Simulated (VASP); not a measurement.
# SiSe (P-6m2) in VASP: notebook

Aim: see how the results for SiSe move with the level of theory and the settings. Levels: PBE, HF, r2SCAN0, r2SCANh. Tasks: single point.

Program: VASP 6.6.1. These are calculated values, not measurements. Logs are shortened: lines on timing, memory, paths and dates and some standing lists are left out, and cuts for length are marked.

**1. The cell of the first run**

It takes space group P-6m2 (No. 187, hexagonal). Conventional cell: a = 3.595 Å, b = 3.595 Å, c = 3.599 Å, α = 90.00°, β = 90.00°, γ = 120.00°. Si (site symmetry -6m2) has 6 Se at 2.75 Å and 8 Si at 3.60 Å within 3.6 Å. Within 3.6 Å of Se (site symmetry -6m2) lie 6 Si at 2.75 Å and 8 Se at 3.60 Å.

**2. Single point, PBE**

Contents of INCAR:

```
SYSTEM = SiSe
PREC = Accurate
ENCUT = 520
EDIFF = 1E-6
ISMEAR = -1
SIGMA = 0.04
LREAL = .False.
LASPH = .True.
NELM = 80
ALGO = Normal
ISIF = 2
LWAVE = .False.
LCHARG = .True.
GGA = PE
LELF = .True.
LVHAR = .True.
NBANDS = 12
```

Contents of KPOINTS:

```
regular mesh
0
Gamma
  5 5 4
  0 0 0
```

Contents of POSCAR:

```
SiSe
1.0
    3.5952000000      0.0000000000      0.0000000000
   -1.7976000000      3.1135300000      0.0000000000
    0.0000000000      0.0000000000      3.5987300000
Si Se
1 1
Direct
    0.6666700000      0.3333300000      0.5000000000
    0.0000000000      0.0000000000      0.0000000000
```

Potentials or basis: VASP PAW PBE potentials, release 64 (Si, Se).

On the command line:

```sh
cat potpaw_PBE.64/Si/POTCAR potpaw_PBE.64/Se/POTCAR > POTCAR
mpirun -np 1 vasp_std > vasp.out
```

OUTCAR:

```text
SYSTEM = SiSe
   PREC = Accurate
   ENCUT = 520
   EDIFF = 1E-6
   ISMEAR = -1
   LREAL = .False.
   LASPH = .True.
   NELM = 80
   ISIF = 2
   GGA = PE

 ion  position               nearest neighbor table
   1  0.667  0.333  0.500-   2 2.75   2 2.75   2 2.75   2 2.75   2 2.75   2 2.75
   2  0.000  0.000  0.000-   1 2.75   1 2.75   1 2.75   1 2.75   1 2.75   1 2.75

  LATTYP: Found a hexagonal cell.
 ALAT       =     3.5952000000
 C/A-ratio  =     1.0009818647

  Lattice vectors:

 A1 = (   3.5952000000,   0.0000000000,   0.0000000000)
 A2 = (  -1.7976000000,   3.1135300000,   0.0000000000)
 A3 = (   0.0000000000,   0.0000000000,   3.5987300000)

Analysis of symmetry for initial positions (statically):
=====================================================================
 Subroutine PRICEL returns:
 Original cell was already a primitive cell.

 Routine SETGRP: Setting up the symmetry group for a
 hexagonal supercell.

 Subroutine GETGRP returns: Found  4 space group operations
 (whereof  4 operations were pure point group operations)
 out of a pool of 24 trial point group operations.

The static configuration has the point symmetry C_2v.

Analysis of symmetry for dynamics (positions and initial velocities):
=====================================================================
 Subroutine PRICEL returns:
 Original cell was already a primitive cell.

 Routine SETGRP: Setting up the symmetry group for a
 hexagonal supercell.

 Subroutine GETGRP returns: Found  4 space group operations
 (whereof  4 operations were pure point group operations)
 out of a pool of 24 trial point group operations.

The dynamic configuration has the point symmetry C_2v.

 Subroutine INISYM returns: Found  4 space group operations
 (whereof  4 operations are pure point group operations),
 and found     1 'primitive' translations

----------------------------------------------------------------------------------------

                                     Primitive cell

  volume of cell :      40.2833

  direct lattice vectors                    reciprocal lattice vectors
     3.595200000  0.000000000  0.000000000     0.278148643  0.160589427  0.000000000
    -1.797600000  3.113530000  0.000000000     0.000000000  0.321178855  0.000000000
     0.000000000  0.000000000  3.598730000     0.000000000  0.000000000  0.277875806

  length of vectors
[... 83 lines left out ...]
   LREAL  =      F    real-space projection
   EDIFFG = 0.1E-04   stopping-criterion for IOM
   NSW    =      0    number of steps for IOM
   IBRION =     -1    ionic relax: 0-MD 1-quasi-New 2-CG
   NFREE  =      0    steps in history (QN), initial steepest desc. (CG)
   ISIF   =      2    stress and relaxation
   ISYM   =      2    0-nonsym 1-usesym 2-fastsym
   POTIM  = 0.5000    time-step for ionic-motion
   TEBEG  =    0.0;   TEEND  =   0.0 temperature during run
   PSTRESS=    0.0 pullay stress
   NELECT =      10.0000    total number of electrons
   NUPDOWN=      -1.0000    fix difference up-down
   EMIN   =  10.00;   EMAX   =-10.00  energy-range for DOS
   EFERMI =   0.00;   METHOD = LEGACY
   ISMEAR =    -1;   SIGMA  =   0.04  broadening in eV -4-tet -1-fermi 0-gaus
   EFERMI_NEDOS =   21; number of points for ismear=-14 and -15
   IALGO  =     38    algorithm
   IMIX   =      4    mixing-type and parameters
     AMIX     =   0.40;   BMIX     =  1.00
     AMIX_MAG =   1.60;   BMIX_MAG =  1.00
  volume/ion in A,a.u.               =      20.14       135.92
  Fermi-wavevector in a.u.,A,eV,Ry     =   1.028884  1.944309 14.403156  1.058602
  Thomas-Fermi vector in A             =   2.162903
   LORBIT       =      0    0 simple, 1 ext, 2 COOP (PROOUT), +10 PAW based schemes
   GGA     = PE    functional components
   LHFCALC =     F    Hartree Fock is set to
   AEXX    =    0.0000 exact exchange contribution
   IVDW    =     0    specifies the selected vdW correction
   LEPSILON=     F    determine dielectric tensor
   LRPA    =     F    only Hartree local field effects (RPA)
 non-spin polarized calculation
  energy-cutoff  :      520.00
  volume of cell :       40.28
 maximum number of plane-waves:      1097
   NGX = 13   NGY = 13   NGZ = 13

 number of electron      10.0000000 magnetization

 Free energy of the ion-electron system (eV)
  ---------------------------------------------------
  ext. energy  EPLUGINS =         0.00000000
  ---------------------------------------------------
  free energy    TOTEN  =        -8.50510343 eV

  energy without entropy =       -8.49763110  energy(sigma->0) =       -8.50136726

 E-fermi :   6.3529     XC(G=0): -10.0964

 val. band max:        6.3063665789   @ k =   0.4000   0.4000   0.0000
 cond. band min:       6.4077055309   @ k =  -0.2000   0.2000   0.2500
 fundamental gap:      0.1013389520
 Fermi energy:         6.3528507191

 k-point     1 :       0.0000    0.0000    0.0000
  band No.  band energies     occupation
      1      -9.1166      2.00000
      2       1.4423      2.00000
      3       2.4673      2.00000
      4       4.3551      2.00000
      5       4.3552      2.00000
      6       9.0408      0.00000
      7       9.0409      0.00000
      8       9.6461      0.00000
      9      12.8873      0.00000
     10      14.1830      0.00000
     11      16.7984      0.00000
     12      16.7986      0.00000
[... 331 lines left out ...]
 k-point    24 :       0.2000    0.2000    0.5000
  band No.  band energies     occupation
      1      -7.0768      2.00000
      2      -2.0890      2.00000
      3       1.1762      2.00000
      4       2.7982      2.00000
      5       3.5759      2.00000
      6       5.8406      1.99999
      7      10.4938      0.00000
      8      11.2100      0.00000
      9      13.8451      0.00000
     10      14.7951      0.00000
     11      18.0139      0.00000
     12      18.2563      0.00000

 [... further k-points ...]
[... 5 lines left out ...]
  --------------------------------------------------------------------------------------
  -------------------------------------------------------------------------------------
  Total       -0.1216904     -0.1216722     -0.2210967      0.0000155      0.0000000      0.0000000
  in kB       -4.8399585     -4.8392330     -8.7936152      0.0006161      0.0000000      0.0000000
  external PRESSURE =      -6.1576022 kB  Pullay stress =       0.0000000 kB

 VOLUME and BASIS-vectors are now :
 -----------------------------------------------------------------------------
  energy-cutoff  :      520.00
  volume of cell :       40.28
      direct lattice vectors                 reciprocal lattice vectors
     3.595200000  0.000000000  0.000000000     0.278148643  0.160589427  0.000000000
    -1.797600000  3.113530000  0.000000000     0.000000000  0.321178855  0.000000000
     0.000000000  0.000000000  3.598730000     0.000000000  0.000000000  0.277875806

 POSITION                                       TOTAL-FORCE (eV/Angst)
 -----------------------------------------------------------------------------------
      1.79762      1.03783      1.79937        -0.000028      0.000016      0.000000
      0.00000      0.00000      0.00000         0.000028     -0.000016      0.000000
 -----------------------------------------------------------------------------------
    total drift:                                0.000004      0.000007     -0.000000

  FREE ENERGIE OF THE ION-ELECTRON SYSTEM (eV)
  ---------------------------------------------------
  free  energy   TOTEN  =        -8.5051034264 eV

  energy  without entropy=       -8.4976310984  energy(sigma->0) =       -8.50136726
```

OSZICAR:

```text
N       E                     dE             d eps       ncg     rms          rms(c)
DAV:   1     0.179775301095E+02    0.17978E+02   -0.41897E+03   648   0.702E+02
DAV:   2    -0.737785054371E+01   -0.25355E+02   -0.24337E+02   852   0.104E+02
DAV:   3    -0.852550724737E+01   -0.11477E+01   -0.11403E+01   840   0.190E+01
DAV:   4    -0.853212517038E+01   -0.66179E-02   -0.66134E-02   740   0.174E+00
DAV:   5    -0.853216772523E+01   -0.42555E-04   -0.42555E-04   800   0.147E-01    0.403E+00
DAV:   6    -0.850595425937E+01    0.26213E-01   -0.81939E-02   712   0.103E+00    0.250E+00
DAV:   7    -0.850499591337E+01    0.95835E-03   -0.19226E-02   776   0.674E-01    0.576E-01
DAV:   8    -0.850502304214E+01   -0.27129E-04   -0.23815E-03   744   0.232E-01    0.788E-02
DAV:   9    -0.850510109316E+01   -0.78051E-04   -0.18368E-04   752   0.891E-02    0.509E-02
DAV:  10    -0.850510290870E+01   -0.18155E-05   -0.70557E-06   768   0.164E-02    0.781E-03
DAV:  11    -0.850510342643E+01   -0.51774E-06   -0.21064E-06   696   0.774E-03
   1 F= -.85051034E+01 E0= -.85013673E+01  d E =-.747233E-02
```

stdout:

```text
POSCAR found type information on POSCAR SiSe
 POSCAR found :  2 types and       2 ions
 scaLAPACK will be used
 LDA part: xc-table for (Slater+PW92), standard interpolation
 POSCAR, INCAR and KPOINTS ok, starting setup
 FFT: planning ... GRIDC
 FFT: planning ... GRID_SOFT
 FFT: planning ... GRID
 WAVECAR not read
 entering main loop
```

It took 5.1 s on 1 thread of Intel Xeon 6975P-C (Granite Rapids), shared host; peak memory 0.16 GiB.

Results:

```yaml
Free_energy: -8.5051 eV
Pressure: -0.6 GPa
Band_gap_on_the_k_mesh: zero (band 5 reaches 7.67 eV, above the bottom of band 6 at 4.87 eV)
```

Caveat: the k points lie up to 0.44 Å⁻¹ apart.

**3. Single point, HF**

This run uses another cell than the first one, of 21.88 Å³/atom, 1.086 times its volume.

Contents of POSCAR:

```
SiSe
1.0
    3.7169629187      0.0000000000      0.0000000000
   -1.8584814593      3.2189843125      0.0000000000
    0.0000000000      0.0000000000      3.6572157925
Si Se
1 1
Direct
    0.6666666667      0.3333333333      0.5000000000
    0.0000000000      0.0000000000      0.0000000000
```

Contents of INCAR.step1:

```
PREC = Accurate
ENCUT = 520
EDIFF = 1E-5
ISMEAR = -1
SIGMA = 0.05
LREAL = False
LASPH = True
NELM = 60
ALGO = Normal
ISIF = 2
LWAVE = True
GGA = PE
NBANDS = 12
```

Contents of INCAR.step2:

```
PREC = Accurate
ENCUT = 520
EDIFF = 1E-7
ISMEAR = -1
SIGMA = 0.05
LREAL = False
LASPH = True
NELM = 60
ALGO = Normal
ISIF = 2
LWAVE = False
LCHARG = True
GGA = PE
LHFCALC = True
AEXX = 1.0
ALDAC = 0.0
AGGAC = 0.0
PRECFOCK = Normal
LELF = True
LVHAR = True
ISTART = 1
NBANDS = 12
```

Contents of KPOINTS:

```
regular mesh
0
Gamma
  5 5 4
```

Potentials or basis: VASP PAW PBE potentials, release 64 (Si, Se).

On the command line:

```sh
cat potpaw_PBE.64/Si/POTCAR potpaw_PBE.64/Se/POTCAR > POTCAR
cp INCAR.step1 INCAR
mpirun -np 1 vasp_std > vasp.out
cp INCAR.step2 INCAR
mpirun -np 1 vasp_std > vasp.out
```

Run time: 15 min. Hardware: 1 thread of AMD EPYC 7R13 (Zen 3), shared host; peak memory 0.14 GiB.

It converged, with:

| Quantity | Value |
| --- | --- |
| Free energy | -16.3444 eV |
| Pressure | -1.0 GPa |
| Band gap on the k mesh | zero (band 5 reaches 9.68 eV, above the bottom of band 6 at 4.06 eV) |

Stress tensor (GPa, compression positive):
```
-0.98  0.00  0.00
 0.00 -0.98  0.00
 0.00  0.00 -1.17
```

Levels at points of the mesh, in eV from the Fermi level:
```tsv
k point	band 2	band 3	band 4	band 5	band 6	band 7	band 8	band 9
(0.00, 0.00, 0.00)	-9.35	-7.44	-5.72	-5.72	5.73	5.73	6.89	10.71
(0.00, 0.00, 0.50)	-16.64	-4.24	-4.24	2.90	4.10	5.13	5.13	11.17
```

Caveat: the k points lie up to 0.43 Å⁻¹ apart; the PAW data sets were made with another functional, which shifts forces and pressure a little.

(Part 1 of 2 ends here.)
